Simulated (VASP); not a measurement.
# MoS2 (P6_3/mmc) in VASP: notebook

Runs on MoS2. Level: PBEsol. Tasks: single point.

Everything below comes from runs of VASP 6.6.1. Logs are shortened: lines on timing, memory, paths and dates and some standing lists are left out, and cuts for length are marked.

### Step 1. The cell of the first run

The structure is hexagonal, space group P6_3/mmc (No. 194). The conventional cell has a = 3.267 Å, b = 3.267 Å, c = 12.068 Å, α = 90.00°, β = 90.00°, γ = 120.00°. Within 3.2 Å of Mo (site symmetry -6m2) lie 6 S at 2.41 Å. Within 3.2 Å of S (site symmetry 3m) lie 3 Mo at 2.41 Å and 1 S at 2.99 Å.

### Step 2. Single point, PBEsol

Input file INCAR:

```
PREC = Accurate ; ENCUT = 520
EDIFF = 1E-7 ; ISMEAR = 1
SIGMA = 0.2 ; LREAL = False
LASPH = True ; NELM = 80
ALGO = Normal ; ISIF = 2
LWAVE = False ; LCHARG = False
GGA = PS ; NBANDS = 35
```

Input file KPOINTS:

```
Automatic mesh
0
Gamma
  12 12 2
```

Input file POSCAR:

```
MoS2
1.0
    3.2673000000      0.0000000000      0.0000000000
   -1.6336500000      2.8295648018      0.0000000000
    0.0000000000      0.0000000000     12.0675000000
Mo S
2 4
Direct
    0.3333333333      0.6666666667      0.2500000000
    0.6666666667      0.3333333333      0.7500000000
    0.3333333333      0.6666666667      0.6259932117
    0.6666666667      0.3333333333      0.1259932117
    0.3333333333      0.6666666667      0.8740067883
    0.6666666667      0.3333333333      0.3740067883
```

Potentials or basis: VASP PAW PBE potentials, release 64 (Mo_sv, S).

Command:

```sh
$ cat potpaw_PBE.64/Mo_sv/POTCAR potpaw_PBE.64/S/POTCAR > POTCAR
$ mpirun -np 1 vasp_std > vasp.out
```

OUTCAR:

```text
PREC = Accurate
   ENCUT = 520
   EDIFF = 1E-7
   ISMEAR = 1
   LREAL = False
   LASPH = True
   NELM = 80
   ISIF = 2
   GGA = PS

 ion  position               nearest neighbor table
   1  0.333  0.667  0.250-   4 2.41   6 2.41   4 2.41   6 2.41   4 2.41   6 2.41
   2  0.667  0.333  0.750-   3 2.41   5 2.41   3 2.41   5 2.41   3 2.41   5 2.41
   3  0.333  0.667  0.626-   2 2.41   2 2.41   2 2.41
   4  0.667  0.333  0.126-   1 2.41   1 2.41   1 2.41
   5  0.333  0.667  0.874-   2 2.41   2 2.41   2 2.41
   6  0.667  0.333  0.374-   1 2.41   1 2.41   1 2.41

  LATTYP: Found a hexagonal cell.
 ALAT       =     3.2673000000
 C/A-ratio  =     3.6934165825

  Lattice vectors:

 A1 = (   3.2673000000,   0.0000000000,   0.0000000000)
 A2 = (  -1.6336500000,   2.8295648018,   0.0000000000)
 A3 = (   0.0000000000,   0.0000000000,  12.0675000000)

Analysis of symmetry for initial positions (statically):
=====================================================================
 Subroutine PRICEL returns:
 Original cell was already a primitive cell.

 Routine SETGRP: Setting up the symmetry group for a
 hexagonal supercell.

 Subroutine GETGRP returns: Found 24 space group operations
 (whereof 12 operations were pure point group operations)
 out of a pool of 24 trial point group operations.

The static configuration has the point symmetry D_3d.
 The point group associated with its full space group is D_6h.

Analysis of symmetry for dynamics (positions and initial velocities):
=====================================================================
 Subroutine PRICEL returns:
 Original cell was already a primitive cell.

 Routine SETGRP: Setting up the symmetry group for a
 hexagonal supercell.

 Subroutine GETGRP returns: Found 24 space group operations
 (whereof 12 operations were pure point group operations)
 out of a pool of 24 trial point group operations.

The dynamic configuration has the point symmetry D_3d.
 The point group associated with its full space group is D_6h.

 Subroutine INISYM returns: Found 24 space group operations
 (whereof 12 operations are pure point group operations),
 and found     1 'primitive' translations

----------------------------------------------------------------------------------------

                                     Primitive cell

  volume of cell :     111.5645

[... 97 lines left out ...]
   LREAL  =      F    real-space projection
   EDIFFG = 0.1E-05   stopping-criterion for IOM
   NSW    =      0    number of steps for IOM
   IBRION =     -1    ionic relax: 0-MD 1-quasi-New 2-CG
   NFREE  =      0    steps in history (QN), initial steepest desc. (CG)
   ISIF   =      2    stress and relaxation
   ISYM   =      2    0-nonsym 1-usesym 2-fastsym
   POTIM  = 0.5000    time-step for ionic-motion
   TEBEG  =    0.0;   TEEND  =   0.0 temperature during run
   PSTRESS=    0.0 pullay stress
   NELECT =      52.0000    total number of electrons
   NUPDOWN=      -1.0000    fix difference up-down
   EMIN   =  10.00;   EMAX   =-10.00  energy-range for DOS
   EFERMI =   0.00;   METHOD = LEGACY
   ISMEAR =     1;   SIGMA  =   0.20  broadening in eV -4-tet -1-fermi 0-gaus
   EFERMI_NEDOS =   21; number of points for ismear=-14 and -15
   IALGO  =     38    algorithm
   IMIX   =      4    mixing-type and parameters
     AMIX     =   0.40;   BMIX     =  1.00
     AMIX_MAG =   1.60;   BMIX_MAG =  1.00
  volume/ion in A,a.u.               =      18.59       125.48
  Fermi-wavevector in a.u.,A,eV,Ry     =   1.269309  2.398646 21.920956  1.611145
  Thomas-Fermi vector in A             =   2.402357
   LORBIT       =      0    0 simple, 1 ext, 2 COOP (PROOUT), +10 PAW based schemes
   GGA     = PS    functional components
   LHFCALC =     F    Hartree Fock is set to
   AEXX    =    0.0000 exact exchange contribution
   IVDW    =     0    specifies the selected vdW correction
   LEPSILON=     F    determine dielectric tensor
   LRPA    =     F    only Hartree local field effects (RPA)
 non-spin polarized calculation
 Methfessel and Paxton  Order N= 1 SIGMA  =   0.20
  energy-cutoff  :      520.00
  volume of cell :      111.56
 maximum number of plane-waves:      3060
   NGX = 13   NGY = 13   NGZ = 45

 number of electron      52.0000007 magnetization

 Free energy of the ion-electron system (eV)
  ---------------------------------------------------
  ext. energy  EPLUGINS =         0.00000000
  ---------------------------------------------------
  free energy    TOTEN  =       -46.60972766 eV

  energy without entropy =      -46.61089548  energy(sigma->0) =      -46.61011693

 E-fermi :   7.3232     XC(G=0): -10.7634

 val. band max:        7.2641434001   @ k =   0.0000   0.0000   0.0000
 cond. band min:       7.4710123050   @ k =   0.3333   0.3333   0.0000
 fundamental gap:      0.2068689049
 Fermi energy:         7.3231898517

 k-point     1 :       0.0000    0.0000    0.0000
  band No.  band energies     occupation
      1     -54.5575      2.00000
      2     -54.5575      2.00000
      3     -28.6880      2.00000
      4     -28.6879      2.00000
      5     -28.5811      2.00000
      6     -28.5811      2.00000
[... 901 lines left out ...]
     34      10.3151     -0.00000
     35      13.5327      0.00000

 [... further k-points ...]

------------------------ aborting loop because EDIFF is reached ----------------------------------------

  FORCE on cell =-STRESS in cart. coord.  units (eV):
  Direction    XX          YY          ZZ          XY          YZ          ZX
  --------------------------------------------------------------------------------------
  -------------------------------------------------------------------------------------
  Total       -6.0280157     -6.0280157      2.7448499      0.0000000     -0.0000000      0.0000000
  in kB      -86.5683205    -86.5683205     39.4187833      0.0000000     -0.0000000      0.0000000
  external PRESSURE =     -44.5726192 kB  Pullay stress =       0.0000000 kB

 VOLUME and BASIS-vectors are now :
 -----------------------------------------------------------------------------
  energy-cutoff  :      520.00
  volume of cell :      111.56
      direct lattice vectors                 reciprocal lattice vectors
     3.267300000  0.000000000  0.000000000     0.306063110  0.176705619  0.000000000
    -1.633650000  2.829564802  0.000000000     0.000000000  0.353411238  0.000000000
     0.000000000  0.000000000 12.067500000     0.000000000  0.000000000  0.082867205

 POSITION                                       TOTAL-FORCE (eV/Angst)
 -----------------------------------------------------------------------------------
     -0.00000      1.88638      3.01688         0.000000     -0.000000     -0.000000
      1.63365      0.94319      9.05063        -0.000000      0.000000     -0.000000
     -0.00000      1.88638      7.55417         0.000000      0.000000     -0.394730
      1.63365      0.94319      1.52042         0.000000      0.000000     -0.394730
     -0.00000      1.88638     10.54708         0.000000     -0.000000      0.394730
      1.63365      0.94319      4.51333        -0.000000     -0.000000      0.394730
 -----------------------------------------------------------------------------------
    total drift:                               -0.000000      0.000000     -0.000000

  FREE ENERGIE OF THE ION-ELECTRON SYSTEM (eV)
  ---------------------------------------------------
  free  energy   TOTEN  =       -46.6097276558 eV

  energy  without entropy=      -46.6108954818  energy(sigma->0) =      -46.61011693
```

Run time: 1.9 min. Hardware: 1 thread of Intel Xeon Platinum 8259CL at 2.50GHz (Skylake/Cascade Lake), shared host; peak memory 0.27 GiB.

Results:

| Quantity | Value |
| --- | --- |
| Free energy | -46.6097 eV |
| Pressure | -4.5 GPa |
| Largest force | 0.395 eV/Å |

Forces in eV/Å, atoms in the order of the input:
```
Mo   0.000  0.000  0.000
Mo   0.000  0.000  0.000
S    0.000  0.000 -0.395
S    0.000  0.000 -0.395
S    0.000  0.000  0.395
S    0.000  0.000  0.395
```

Levels at points of the mesh, in eV from the Fermi level:
```
           k point  band 24  band 25  band 26  band 27  band 28  band 29
(0.00, 0.00, 0.00)    -1.13    -1.06    -0.06     1.52     1.52     1.53
(0.50, 0.00, 0.00)    -2.29    -1.79    -1.56     0.84     0.89     1.31
(0.00, 0.00, 0.50)    -2.50    -0.27    -0.27     1.52     1.52     1.52
(0.50, 0.00, 0.50)    -2.38    -1.66    -1.66     0.86     0.86     1.39
```

Caveat: the PAW data sets were made with another functional, which shifts forces and pressure a little; this functional lacks dispersion, which binds the layers, so the pressure and a relaxed spacing across them are unreliable.

### Step 3. Single point, PBEsol

This run uses another cell than the first one, of 18.76 Å³/atom, 1.009 times its volume.

Input file INCAR:

```
SYSTEM = MoS2
ALGO     = Normal         ! electronic algorithm
EDIFF    = 1E-7           ! SCF threshold, eV
ENCUT    = 520            ! plane-wave cutoff, eV
GGA      = PS             ! functional
ISIF     = 2              ! what is computed and relaxed
ISMEAR   = 1              ! smearing method
LASPH    = .TRUE.         ! aspherical terms in the spheres
LCHARG   = .TRUE.         ! write CHGCAR
LELF     = .TRUE.         ! ELF
LREAL    = .FALSE.        ! projectors in reciprocal space
LVHAR    = .TRUE.       
LWAVE    = .FALSE.        ! write WAVECAR
NBANDS   = 35             ! bands
NELM     = 80             ! most SCF steps
PREC     = Accurate       ! precision mode
SIGMA    = 0.2            ! smearing width, eV
```

Input file KPOINTS:

```
k-points
0
G
  12 12 2
  0 0 0
```

Edit POSCAR of step 2 so:

```diff
@@ -2,5 +2,5 @@
 1.0
-    3.2673000000      0.0000000000      0.0000000000
-   -1.6336500000      2.8295648018      0.0000000000
-    0.0000000000      0.0000000000     12.0675000000
+    3.2987000000      0.0000000000      0.0000000000
+   -1.6493500000      2.8567579994      0.0000000000
+    0.0000000000      0.0000000000     11.9418000000
 Mo S
```

Potentials or basis: VASP PAW PBE potentials, release 64 (Mo_sv, S).

Command:

```sh
$ cat potpaw_PBE.64/Mo_sv/POTCAR potpaw_PBE.64/S/POTCAR > POTCAR
$ mpirun -np 1 vasp_std > vasp.out
```

OUTCAR:

```text
SYSTEM = MoS2
   EDIFF = 1E-7
   ENCUT = 520
   GGA = PS
   ISIF = 2
   ISMEAR = 1
   LASPH = .TRUE.
   LREAL = .FALSE.
   NELM = 80
   PREC = Accurate

 ion  position               nearest neighbor table
   1  0.333  0.667  0.250-   4 2.41   6 2.41   4 2.41   6 2.41   4 2.41   6 2.41
   2  0.667  0.333  0.750-   3 2.41   5 2.41   3 2.41   5 2.41   3 2.41   5 2.41
   3  0.333  0.667  0.626-   2 2.41   2 2.41   2 2.41
   4  0.667  0.333  0.126-   1 2.41   1 2.41   1 2.41
   5  0.333  0.667  0.874-   2 2.41   2 2.41   2 2.41
   6  0.667  0.333  0.374-   1 2.41   1 2.41   1 2.41

  LATTYP: Found a hexagonal cell.
 ALAT       =     3.2987000000
 C/A-ratio  =     3.6201533938

  Lattice vectors:

 A1 = (   3.2987000000,   0.0000000000,   0.0000000000)
 A2 = (  -1.6493500000,   2.8567579994,   0.0000000000)
 A3 = (   0.0000000000,   0.0000000000,  11.9418000000)

Analysis of symmetry for initial positions (statically):
=====================================================================
 Subroutine PRICEL returns:
 Original cell was already a primitive cell.

 Routine SETGRP: Setting up the symmetry group for a
 hexagonal supercell.

 Subroutine GETGRP returns: Found 24 space group operations
 (whereof 12 operations were pure point group operations)
 out of a pool of 24 trial point group operations.

The static configuration has the point symmetry D_3d.
 The point group associated with its full space group is D_6h.

Analysis of symmetry for dynamics (positions and initial velocities):
=====================================================================
 Subroutine PRICEL returns:
 Original cell was already a primitive cell.

 Routine SETGRP: Setting up the symmetry group for a
 hexagonal supercell.

 Subroutine GETGRP returns: Found 24 space group operations
 (whereof 12 operations were pure point group operations)
 out of a pool of 24 trial point group operations.

[... 131 lines left out ...]
  Fermi-wavevector in a.u.,A,eV,Ry     =   1.265651  2.391733 21.794794  1.601872
  Thomas-Fermi vector in A             =   2.398893
   LORBIT       =      0    0 simple, 1 ext, 2 COOP (PROOUT), +10 PAW based schemes
   GGA     = PS    functional components
   LHFCALC =     F    Hartree Fock is set to
   AEXX    =    0.0000 exact exchange contribution
   IVDW    =     0    specifies the selected vdW correction
   LEPSILON=     F    determine dielectric tensor
   LRPA    =     F    only Hartree local field effects (RPA)
 non-spin polarized calculation
 Methfessel and Paxton  Order N= 1 SIGMA  =   0.20
  energy-cutoff  :      520.00
  volume of cell :      112.53
 maximum number of plane-waves:      3060
 NGX is ok and might be reduce to    28
   NGX = 13   NGY = 13   NGZ = 45

 number of electron      52.0000003 magnetization

 Free energy of the ion-electron system (eV)
  ---------------------------------------------------
  ext. energy  EPLUGINS =         0.00000000
  ---------------------------------------------------
  free energy    TOTEN  =       -46.44959350 eV

  energy without entropy =      -46.45121782  energy(sigma->0) =      -46.45013494

 E-fermi :   7.1481     XC(G=0): -10.7256

 val. band max:        7.0624023048   @ k =   0.0000   0.0000   0.5000
 cond. band min:       7.2425808214   @ k =   0.3333   0.3333   0.0000
 fundamental gap:      0.1801785167
 Fermi energy:         7.1480530541

 k-point     1 :       0.0000    0.0000    0.0000
  band No.  band energies     occupation
      1     -54.6766      2.00000
      2     -54.6766      2.00000
      3     -28.7878      2.00000
      4     -28.7877      2.00000
      5     -28.7155      2.00000
      6     -28.7155      2.00000
[... 901 lines left out ...]
     34      10.1736     -0.00000
     35      13.3987      0.00000

 [... further k-points ...]

------------------------ aborting loop because EDIFF is reached ----------------------------------------

  FORCE on cell =-STRESS in cart. coord.  units (eV):
  Direction    XX          YY          ZZ          XY          YZ          ZX
  --------------------------------------------------------------------------------------
  -------------------------------------------------------------------------------------
  Total       -7.3439404     -7.3439404      3.4555422      0.0000000      0.0000000      0.0000000
  in kB     -104.5571314   -104.5571314     49.1972373      0.0000000      0.0000000      0.0000000
  external PRESSURE =     -53.3056751 kB  Pullay stress =       0.0000000 kB

 VOLUME and BASIS-vectors are now :
 -----------------------------------------------------------------------------
  energy-cutoff  :      520.00
  volume of cell :      112.53
      direct lattice vectors                 reciprocal lattice vectors
     3.298700000  0.000000000  0.000000000     0.303149726  0.175023576  0.000000000
    -1.649350000  2.856757999  0.000000000     0.000000000  0.350047151  0.000000000
     0.000000000  0.000000000 11.941800000     0.000000000  0.000000000  0.083739470

 POSITION                                       TOTAL-FORCE (eV/Angst)
 -----------------------------------------------------------------------------------
     -0.00000      1.90451      2.98545         0.000000     -0.000000      0.000000
      1.64935      0.95225      8.95635        -0.000000      0.000000      0.000000
     -0.00000      1.90451      7.47549         0.000000      0.000000     -0.498175
      1.64935      0.95225      1.50459        -0.000000      0.000000     -0.498175
     -0.00000      1.90451     10.43721        -0.000000     -0.000000      0.498175
      1.64935      0.95225      4.46631        -0.000000      0.000000      0.498175
 -----------------------------------------------------------------------------------
    total drift:                                0.000000     -0.000000      0.000000

  FREE ENERGIE OF THE ION-ELECTRON SYSTEM (eV)
  ---------------------------------------------------
  free  energy   TOTEN  =       -46.4495934951 eV

  energy  without entropy=      -46.4512178237  energy(sigma->0) =      -46.45013494
```

OSZICAR:

```text
N       E                     dE             d eps       ncg     rms          rms(c)
DAV:   1     0.427020413317E+03    0.42702E+03   -0.29070E+04  2972   0.140E+03
DAV:   2    -0.267434615237E+02   -0.45376E+03   -0.43916E+03  3160   0.361E+02
DAV:   3    -0.492388998957E+02   -0.22495E+02   -0.22079E+02  3257   0.728E+01
DAV:   4    -0.496835937967E+02   -0.44469E+00   -0.44283E+00  3216   0.104E+01
DAV:   5    -0.496918295355E+02   -0.82357E-02   -0.82334E-02  3148   0.142E+00    0.332E+01
DAV:   6    -0.472642086394E+02    0.24276E+01   -0.14424E+01  2884   0.235E+01    0.122E+01
DAV:   7    -0.467813711179E+02    0.48284E+00   -0.54185E+00  2844   0.146E+01    0.782E+00
DAV:   8    -0.464506045805E+02    0.33077E+00   -0.78426E-01  2873   0.582E+00    0.262E+00
DAV:   9    -0.464554773882E+02   -0.48728E-02   -0.84717E-02  3075   0.143E+00    0.105E+00
DAV:  10    -0.464499133795E+02    0.55640E-02   -0.27610E-02  2876   0.111E+00    0.405E-01
DAV:  11    -0.464497781423E+02    0.13524E-03   -0.14549E-03  2857   0.216E-01    0.218E-01
DAV:  12    -0.464495872135E+02    0.19093E-03   -0.53449E-04  2962   0.131E-01    0.788E-02
DAV:  13    -0.464495902346E+02   -0.30211E-05   -0.10035E-04  3094   0.498E-02    0.119E-02
DAV:  14    -0.464495928184E+02   -0.25838E-05   -0.70034E-06  2960   0.125E-02    0.137E-02
DAV:  15    -0.464495934796E+02   -0.66112E-06   -0.11391E-06  2747   0.507E-03    0.571E-03
DAV:  16    -0.464495934951E+02   -0.15502E-07   -0.24040E-07  2453   0.302E-03
   1 F= -.46449593E+02 E0= -.46450135E+02  d E =0.162433E-02
```

stdout:

```text
POSCAR found type information on POSCAR MoS
 POSCAR found :  2 types and       6 ions
 scaLAPACK will be used
 -----------------------------------------------------------------------------
|                                                                             |
|                                                                             |
|     You enforced a specific xc type in the INCAR file but a different       |
|     I HOPE YOU KNOW WHAT YOU ARE DOING!                                     |
|                                                                             |
 -----------------------------------------------------------------------------

 LDA part: xc-table for (Slater+PW92), standard interpolation
 POSCAR, INCAR and KPOINTS ok, starting setup
 FFT: planning ... GRIDC
 FFT: planning ... GRID_SOFT
 FFT: planning ... GRID
 WAVECAR not read
 entering main loop
```

It took 2.8 min on 1 thread of Intel Xeon Platinum 8259CL at 2.50GHz (Skylake/Cascade Lake), shared host; peak memory 0.3 GiB.

What came out:

```
Free energy            : -46.4496 eV
Pressure               : -5.3 GPa
Largest force          : 0.498 eV/Å
Band gap on the k mesh : zero (filled and empty bands overlap)
```

Forces on the atoms (eV/Å):
```
Mo   0.000  0.000  0.000
Mo   0.000  0.000  0.000
S    0.000  0.000 -0.498
S    0.000  0.000 -0.498
S    0.000  0.000  0.498
S    0.000  0.000  0.498
```

Caveat: the PAW data sets were made with another functional, which shifts forces and pressure a little; this functional lacks dispersion, which binds the layers, so the pressure and a relaxed spacing across them are unreliable.
